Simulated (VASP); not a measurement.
A run of VASP 6.6.1 is set up as follows.

INCAR

```
  PREC = Accurate
  ENCUT = 520
  EDIFF = 1E-6
  ISMEAR = 0
  SIGMA = 0.2
  LREAL = False
  LASPH = True
  NELM = 60
  ALGO = Normal
  ISIF = 2
  LWAVE = False
  LCHARG = True
  GGA = PE
  LELF = True
  LVHAR = True
  NBANDS = 24
```

File KPOINTS:

```
Automatic mesh
0
Gamma
  4 4 4
```

POSCAR

```
HfSi2B4
1.0
    4.4688649890      0.0000000000      0.0000000000
    0.0000000000      4.4688649890      0.0000000000
    0.0000000000      0.0000000000      3.9856883282
Hf Si B
1 2 4
Direct
    0.0000000000      0.0000000000      0.0000000000
    0.5000000000      0.0000000000      0.5000000000
    0.0000000000      0.5000000000      0.5000000000
    0.6338866031      0.3661133969      0.8156326536
    0.3661133969      0.3661133969      0.1843673464
    0.3661133969      0.6338866031      0.8156326536
    0.6338866031      0.6338866031      0.1843673464
```

Potentials or basis: VASP PAW PBE potentials, release 64 (Hf_pv, Si, B).

Command:

```bash
$ cat potpaw_PBE.64/Hf_pv/POTCAR potpaw_PBE.64/Si/POTCAR potpaw_PBE.64/B/POTCAR > POTCAR
$ mpirun -np 1 vasp_std > vasp.out
```

(1) Predict the band gap on the k mesh.

(2) What does it give for the pressure?

Answers

(1) zero (bands 15 and 16 overlap by 2.46 eV).

(2) -0.5 GPa.

Caveat: the k points lie up to 0.39 Å⁻¹ apart, too coarse for converged energies and pressures of a metal; spin-orbit coupling is left out, which moves the levels of the heavy elements.
